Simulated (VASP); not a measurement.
# SrO (I4/mmm) in VASP: single point with HSE06

Aim: the single point of SrO with HSE06.

Program: VASP 6.6.1. These are calculated values, not measurements. Logs are shortened: lines on timing, memory, paths and dates and some standing lists are left out, and cuts for length are marked.

## (1) The cell of the first run

Symmetry: I4/mmm, No. 139, tetragonal system. The conventional cell has a = 3.649 Å, b = 3.649 Å, c = 5.339 Å, α = 90.00°, β = 90.00°, γ = 90.00°. Sr (site symmetry 4/mmm) has 6 O at 2.58 to 2.67 Å within 3.4 Å. O (site symmetry 4/mmm) has 6 Sr at 2.58 to 2.67 Å within 3.4 Å.

## (2) Single point, HSE06 (uniaxial z strain +3.5%)

Contents of POSCAR:

```
SrO
1.0
    0.0000000000      2.5798927168      2.6694149941
    2.5798927168      0.0000000000      2.6694149941
    2.5798927168      2.5798927168      0.0000000000
Sr O
1 1
Direct
    0.5000000000      0.5000000000      0.5000000000
    0.0000000000      0.0000000000      0.0000000000
```

Contents of INCAR.step1:

```
SYSTEM = SrO
PREC     = Accurate       ! precision mode
ENCUT    = 520            ! plane-wave cutoff, eV
EDIFF    = 1E-5           ! SCF threshold, eV
ISMEAR   = 0              ! smearing method
SIGMA    = 0.01           ! smearing width, eV
LREAL    = .False.        ! projectors in reciprocal space
LASPH    = .True.         ! aspherical terms in the spheres
NELM     = 100            ! most SCF steps
ALGO     = Normal         ! electronic algorithm
ISIF     = 2              ! what is computed and relaxed
LWAVE    = .True.         ! write WAVECAR
GGA      = PE             ! functional
NBANDS   = 15             ! bands
```

Contents of INCAR.step2:

```
SYSTEM = SrO
PREC     = Accurate       ! precision mode
ENCUT    = 520            ! plane-wave cutoff, eV
EDIFF    = 1E-6           ! SCF threshold, eV
ISMEAR   = 0              ! smearing method
SIGMA    = 0.01           ! smearing width, eV
LREAL    = .False.        ! projectors in reciprocal space
LASPH    = .True.         ! aspherical terms in the spheres
NELM     = 100            ! most SCF steps
ALGO     = Normal         ! electronic algorithm
ISIF     = 2              ! what is computed and relaxed
LWAVE    = .False.        ! write WAVECAR
LCHARG   = .True.         ! write CHGCAR
GGA      = PE             ! functional
LHFCALC  = .True.         ! exact exchange
HFSCREEN = 0.2079         ! screening, 1/A
PRECFOCK = Normal       
LELF     = .True.         ! ELF
LVHAR    = .True.       
ISTART   = 1            
NBANDS   = 15             ! bands
```

Contents of KPOINTS:

```
regular mesh
0
Gamma
  6 6 6
  0 0 0
```

Potentials or basis: VASP PAW PBE potentials, release 64 (Sr_sv, O).

On the command line:

```console
> cat potpaw_PBE.64/Sr_sv/POTCAR potpaw_PBE.64/O/POTCAR > POTCAR
> cp INCAR.step1 INCAR
> mpirun -np 1 vasp_std > vasp.out
> cp INCAR.step2 INCAR
> mpirun -np 1 vasp_std > vasp.out
```

OUTCAR:

```text
SYSTEM = SrO
   PREC = Accurate
   ENCUT = 520
   EDIFF = 1E-6
   ISMEAR = 0
   LREAL = .False.
   LASPH = .True.
   NELM = 100
   ISIF = 2
   GGA = PE
   LHFCALC = .True.
   HFSCREEN = 0.2079
   PRECFOCK = Normal
   ISTART = 1

 ion  position               nearest neighbor table
   1  0.500  0.500  0.500-   2 2.58   2 2.58   2 2.58   2 2.58   2 2.67   2 2.67
   2  0.000  0.000  0.000-   1 2.58   1 2.58   1 2.58   1 2.58   1 2.67   1 2.67

  LATTYP: Found a body centered tetragonal cell.
 ALAT       =     3.6485192696
 C/A-ratio  =     1.4632867730

  Lattice vectors:

 A1 = (  -2.5798927168,   0.0000000000,   2.6694149941)
 A2 = (   2.5798927168,   0.0000000000,   2.6694149941)
 A3 = (   0.0000000000,   2.5798927168,  -2.6694149941)

Analysis of symmetry for initial positions (statically):
=====================================================================
 Subroutine PRICEL returns:
 Original cell was already a primitive cell.

 Routine SETGRP: Setting up the symmetry group for a
 body centered tetragonal supercell.

 Subroutine GETGRP returns: Found 16 space group operations
 (whereof 16 operations were pure point group operations)
 out of a pool of 16 trial point group operations.

The static configuration has the point symmetry D_4h.

Analysis of symmetry for dynamics (positions and initial velocities):
=====================================================================
 Subroutine PRICEL returns:
 Original cell was already a primitive cell.

 Routine SETGRP: Setting up the symmetry group for a
 body centered tetragonal supercell.

 Subroutine GETGRP returns: Found 16 space group operations
 (whereof 16 operations were pure point group operations)
 out of a pool of 16 trial point group operations.

The dynamic configuration has the point symmetry D_4h.

 Subroutine INISYM returns: Found 16 space group operations
 (whereof 16 operations are pure point group operations),
 and found     1 'primitive' translations

----------------------------------------------------------------------------------------

                                     Primitive cell

  volume of cell :      35.5344

  direct lattice vectors                    reciprocal lattice vectors
     0.000000000  2.579892717  2.669414994    -0.193806509  0.193806509  0.187306957
     2.579892717  0.000000000  2.669414994     0.193806509 -0.193806509  0.187306957
     2.579892717  2.579892717  0.000000000     0.193806509  0.193806509 -0.187306957

  length of vectors
     3.712360818  3.712360818  3.648519270     0.331972622  0.331972622  0.331972622

[... 102 lines left out ...]
  Fermi-wavevector in a.u.,A,eV,Ry     =   1.254773  2.371176 21.421751  1.574454
  Thomas-Fermi vector in A             =   2.388561
   LORBIT       =      0    0 simple, 1 ext, 2 COOP (PROOUT), +10 PAW based schemes
   GGA     = PE    functional components
   LHFCALC =     T    Hartree Fock is set to
   PRECFOCK=normal    Normal, Fast or Accurate (Low or Medium for compatibility)
   ENCUT4O =  -1.0   cutoff for four orbital integrals eV
   NKREDX  =     1    reduce k-point grid by
   NKREDY  =     1    reduce k-point grid by
   NKREDZ  =     1    reduce k-point grid by
   AEXX    =    0.2500 exact exchange contribution
   HFSCREEN=    0.2079 screening length (either q_TF or 0.3 A-1)
   HFSCREENC=   0.2079 screening length for correlation (either q_TF or 0.3 A-1)
   ENCUTFOCK=  -1.0 apply spherical cutoff to Coloumb kernel
   IVDW    =     0    specifies the selected vdW correction
   LEPSILON=     F    determine dielectric tensor
   LRPA    =     F    only Hartree local field effects (RPA)
 non-spin polarized calculation
 Gauss-broadening in eV      SIGMA  =   0.01
  energy-cutoff  :      520.00
  volume of cell :       35.53
 maximum number of plane-waves:       974
  NGX = 24; NGY = 24; NGZ = 24

 number of electron      16.0000002 magnetization

 Free energy of the ion-electron system (eV)
  ---------------------------------------------------
  ext. energy  EPLUGINS =         0.00000000
  ---------------------------------------------------
  free energy    TOTEN  =       -14.16592030 eV

  energy without entropy =      -14.16592030  energy(sigma->0) =      -14.16592030

 E-fermi :   0.5172     XC(G=0):  -8.0989

 val. band max:        0.4318391272   @ k =   0.0000   0.0000   0.0000
 cond. band min:       5.1199078984   @ k =   0.5000   0.0000   0.5000
 fundamental gap:      4.6880687712
 Fermi energy:         0.5172325959

 k-point     1 :       0.0000    0.0000    0.0000
  band No.  band energies     occupation
      1     -34.0886      2.00000
      2     -16.1026      2.00000
      3     -14.5008      2.00000
      4     -14.4752      2.00000
      5     -14.4752      2.00000
      6       0.3623      2.00000
      7       0.4318      2.00000
      8       0.4318      2.00000
      9       5.5108      0.00000
     10       7.9971      0.00000
     11       8.2547      0.00000
     12       8.2547      0.00000
     13      10.1304      0.00000
     14      10.5438      0.00000
[... 401 lines left out ...]
      2     -16.5749      2.00000
      3     -15.0576      2.00000
      4     -14.7748      2.00000
      5     -14.4321      2.00000
      6      -0.4077      2.00000
      7      -0.1309      2.00000
      8       0.0208      2.00000
      9       5.9516      0.00000
     10       9.6291      0.00000
     11      11.0168      0.00000
     12      12.1430      0.00000
     13      12.7397      0.00000
     14      14.2690      0.00000
     15      15.5876      0.00000

 [... further k-points ...]

------------------------ aborting loop because EDIFF is reached ----------------------------------------

  FORCE on cell =-STRESS in cart. coord.  units (eV):
  Direction    XX          YY          ZZ          XY          YZ          ZX
  --------------------------------------------------------------------------------------
  -------------------------------------------------------------------------------------
  Total       -0.3173984     -0.3173984     -1.0583001      0.0000000      0.0000000      0.0000000
  in kB      -14.3108650    -14.3108650    -47.7166609      0.0000000      0.0000000      0.0000000
  external PRESSURE =     -25.4461303 kB  Pullay stress =       0.0000000 kB

 VOLUME and BASIS-vectors are now :
 -----------------------------------------------------------------------------
  energy-cutoff  :      520.00
  volume of cell :       35.53
      direct lattice vectors                 reciprocal lattice vectors
     0.000000000  2.579892717  2.669414994    -0.193806509  0.193806509  0.187306957
     2.579892717  0.000000000  2.669414994     0.193806509 -0.193806509  0.187306957
     2.579892717  2.579892717  0.000000000     0.193806509  0.193806509 -0.187306957

 POSITION                                       TOTAL-FORCE (eV/Angst)
 -----------------------------------------------------------------------------------
      2.57989      2.57989      2.66941         0.000000      0.000000     -0.000000
      0.00000      0.00000      0.00000         0.000000      0.000000      0.000000
 -----------------------------------------------------------------------------------
    total drift:                               -0.000000      0.000000     -0.000000

  FREE ENERGIE OF THE ION-ELECTRON SYSTEM (eV)
  ---------------------------------------------------
  free  energy   TOTEN  =       -14.1659202970 eV

  energy  without entropy=      -14.1659202970  energy(sigma->0) =      -14.16592030
```

OUTCAR.step1:

```text
SYSTEM = SrO
   PREC = Accurate
   ENCUT = 520
   EDIFF = 1E-5
   ISMEAR = 0
   LREAL = .False.
   LASPH = .True.
[... 654 lines left out ...]
      2.57989      2.57989      2.66941        -0.000000     -0.000000      0.000000
      0.00000      0.00000      0.00000         0.000000      0.000000      0.000000
 -----------------------------------------------------------------------------------
    total drift:                                0.000000      0.000000      0.000000

  FREE ENERGIE OF THE ION-ELECTRON SYSTEM (eV)
  ---------------------------------------------------
  free  energy   TOTEN  =       -12.0455496280 eV

  energy  without entropy=      -12.0455496280  energy(sigma->0) =      -12.04554963
```

OSZICAR.step1:

```text
N       E                     dE             d eps       ncg     rms          rms(c)
DAV:   1     0.624064031985E+02    0.62406E+02   -0.78515E+03   900   0.101E+03
DAV:   2    -0.109052814787E+02   -0.73312E+02   -0.67670E+02  1251   0.212E+02
DAV:   3    -0.141965746788E+02   -0.32913E+01   -0.32764E+01  1378   0.383E+01
DAV:   4    -0.142527902101E+02   -0.56216E-01   -0.56212E-01  1068   0.369E+00
DAV:   5    -0.142531836753E+02   -0.39347E-03   -0.39346E-03  1208   0.296E-01    0.153E+01
DAV:   6    -0.122104275616E+02    0.20428E+01   -0.68984E+00   907   0.192E+01    0.180E+01
DAV:   7    -0.120550524933E+02    0.15538E+00   -0.33305E-01  1047   0.501E+00    0.104E+01
DAV:   8    -0.120437359021E+02    0.11317E-01   -0.12291E-01  1180   0.353E+00    0.384E-01
DAV:   9    -0.120449042095E+02   -0.11683E-02   -0.63754E-03  1115   0.509E-01    0.237E-01
DAV:  10    -0.120453630554E+02   -0.45885E-03   -0.42509E-04   977   0.195E-01    0.904E-02
DAV:  11    -0.120455295907E+02   -0.16654E-03   -0.17417E-04   956   0.966E-02    0.285E-02
DAV:  12    -0.120455499205E+02   -0.20330E-04   -0.30296E-05   976   0.396E-02    0.241E-02
DAV:  13    -0.120455496280E+02    0.29253E-06   -0.15379E-06   653   0.116E-02
   1 F= -.12045550E+02 E0= -.12045550E+02  d E =-.249520-114
```

Wall time 1.8 h (1 thread of Oxide Virtual Turin-like, shared host); peak memory 0.26 GiB.

What came out:

```yaml
Free_energy: -14.1659 eV
Pressure: -2.5 GPa
Band_gap_on_the_k_mesh: 4.69 eV (least direct gap 4.81 eV)
```

Levels at points of the mesh, in eV from the valence-band top:
| k point | band 6 | band 7 | band 8 | band 9 | band 10 | band 11 |
| --- | --- | --- | --- | --- | --- | --- |
| (0.00, 0.00, 0.00) | -0.07 | 0.00 | 0.00 | 5.08 | 7.57 | 7.82 |
| (0.50, 0.00, 0.00) | -2.20 | -1.16 | -1.13 | 8.00 | 9.57 | 10.39 |
| (0.50, 0.50, 0.00) | -0.69 | -0.12 | -0.12 | 4.81 | 9.19 | 11.61 |
| (0.50, 0.00, 0.50) | -0.52 | -0.22 | -0.12 | 4.69 | 9.17 | 11.72 |

Caveat: the cell differs from its parent crystal (uniaxial z strain +3.5%); the PAW data sets were made with another functional, which shifts forces and pressure a little. A k mesh can miss the band edges.
